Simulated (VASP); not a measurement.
Input of a VASP 6.6.1 run:

Contents of INCAR:

```
SYSTEM = ZnS
PREC = Accurate
ENCUT = 500
EDIFF = 1E-6
ISMEAR = -1
SIGMA = 0.01
LREAL = .FALSE.
LASPH = .TRUE.
NELM = 120
ALGO = Normal
ISIF = 2
LWAVE = .FALSE.
LCHARG = .TRUE.
GGA = PE
LELF = .TRUE.
LVHAR = .TRUE.
NBANDS = 16
GGA_COMPAT = .FALSE.
```

The input KPOINTS:

```
Automatic mesh
0
G
  8 8 8
  0 0 0
```

The input POSCAR:

```
ZnS
1.0
    0.0000000000      2.7270034930      2.7270034930
    2.7270034930      0.0000000000      2.7270034930
    2.7270034930      2.7270034930      0.0000000000
Zn S
1 1
Direct
    0.0000000000      0.0000000000      0.0000000000
    0.7500000000      0.7500000000      0.7500000000
```

Potentials or basis: VASP PAW PBE potentials, release 64 (Zn, S).

Command:

```sh
$ cat potpaw_PBE.64/Zn/POTCAR potpaw_PBE.64/S/POTCAR > POTCAR
$ mpirun -np 1 vasp_std > vasp.out
```

What does it give for the band gap on the k mesh?

1.99 eV, direct.

Predict the pressure.

-0.3 GPa.
